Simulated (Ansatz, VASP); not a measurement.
**MnO: VASP beside Ansatz**

The input INCAR:

```
PREC = Accurate
ENCUT = 600
EDIFF = 1E-6
ISMEAR = 0
SIGMA = 0.05
LREAL = F
LASPH = T
NELM = 200
ALGO = Normal
ISIF = 2
LWAVE = F
LCHARG = F
ISPIN = 2
MAGMOM = 4.7 0
LORBIT = 11
LMAXMIX = 4
LDAU = T
LDAUTYPE = 2
LDAUL = 2 -1
LDAUU = 3.9 0
LDAUJ = 0 0
LDAUPRINT = 1
GGA = PE
NBANDS = 22
GGA_COMPAT = F
```

File KPOINTS:

```
Automatic mesh
0
Gamma
  8 8 8
```

POSCAR

```
MnO
1.0
    0.0000000000      2.2220003343      2.2220003343
    2.2220003343      0.0000000000      2.2220003343
    2.2220003343      2.2220003343      0.0000000000
Mn O
1 1
Direct
    0.0000000000      0.0000000000      0.0000000000
    0.5000000000      0.5000000000      0.5000000000
```

Input for Ansatz:

```yaml
crystal:
  lattice:
    - [0.0, 2.2220003343, 2.2220003343]
    - [2.2220003343, 0.0, 2.2220003343]
    - [2.2220003343, 2.2220003343, 0.0]
  atoms:
    - { symbol: Mn, position: [0.0, 0.0, 0.0], spin: 4.7 }
    - { symbol: O, position: [0.5, 0.5, 0.5] }
basis:
  ecutwfc: 420
  ecutrho_ratio: 4
kpoints:
  mp_grid: { grid: [8, 8, 8] }
hamiltonian:
  xc: pbe
  hubbard: { sites: [{ species: Mn, l: d, u_eff: 3.9 }] }
scf:
  occupations: { method: gaussian, width: 0.05 }
  lower_state_search: "off"
output:
  forces: true
  stress: true
  eigenvalues: true
  populations: true
  hubbard: { sites: [{ species: Mn, l: d }] }
  write_density: true
  write_potential: true
  elf: true
  volumetric_format: npy
magnetization:
  spin_polarized: true
checkpoint:
  read: start.run
  write: ck
  compress: false
  write_wavefunctions: false
  write_every: 100000
```

Alike in both runs: task single point; functional PBE; k mesh 8 × 8 × 8; occupations gaussian, width 0.05 eV; collinear spin; Hubbard terms Mn d U = 3.9 eV.

|  | VASP | Ansatz |
| --- | --- | --- |
| version | VASP 6.6.1 | Ansatz 0.2.0 |
| potentials or method | VASP PAW PBE potentials, release 64 (Mn_sv, O), cutoff 600 eV | scalar-relativistic, plane waves, PAW |
| valence electrons in the cell | 21 | 21 |

```tsv
	VASP	Ansatz	Ansatz less VASP
gap on the k mesh at the Fermi level (eV)	0.16	0.13	-0.039
least direct gap on the mesh (eV)	2.73	2.59	-0.135
pressure (GPa)	5.2	9.6	+4.35
net moment per atom (μB)	2.50	2.50	0.000
size of the moment on the site where the two differ most (μB)	4.49	4.28	-0.217
```

Site moments also hang on the region over which each program counts them. The programs project onto different local orbitals, so the same U acts differently, and such runs can settle in different states. Ansatz's warnings: stability check not made.
